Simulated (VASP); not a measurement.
Set up this calculation in VASP 6.6.1, as the native input.

- Task: single point
- Functional: LDA
- Potentials or basis: VASP PAW LDA potentials, release 64 (Pt)
- Cutoff: 500 eV
- k mesh: 9 × 9 × 9
- Occupations: gaussian, width 0.05 eV
- Spin: no spin polarisation
- Dipole correction: no
- Further INCAR settings: ALGO = Normal; EDIFF = 1e-06; NBANDS = 11

The structure of Pt lies in POSCAR:

```
Pt
1.0
    0.0000000000      1.9458160188      1.9458160188
    1.9458160188      0.0000000000      1.9458160188
    1.9458160188      1.9458160188      0.0000000000
Pt
1
Direct
    0.0000000000      0.0000000000      0.0000000000
```

These files were run (other wordings do the same):

INCAR

```
PREC = Accurate ; ENCUT = 500
EDIFF = 1E-6 ; ISMEAR = 0
SIGMA = 0.05 ; LREAL = False
LASPH = True ; NELM = 120
ALGO = Normal ; ISIF = 2
LWAVE = False ; LCHARG = True
GGA = CA ; LELF = True
LVHAR = True ; NBANDS = 11
GGA_COMPAT = False
```

KPOINTS

```
Automatic mesh
0
Gamma
  9 9 9
```

Potentials or basis: VASP PAW LDA potentials, release 64 (Pt).

Run with:

```console
$ cat potpaw_LDA.64/Pt/POTCAR > POTCAR
$ mpirun -np 1 vasp_std > vasp.out
```

Results of the run:

The pressure is 0.8 GPa and the band gap on the k mesh is zero (bands 5 and 6 overlap by 2.15 eV).

Caveat: spin-orbit coupling is left out, which moves the levels of the heavy elements.

Run time: 4.7 s on 1 thread of Intel(R) Xeon(R) 6975P-C (Granite Rapids) (shared host), peak memory 0.12 GiB.
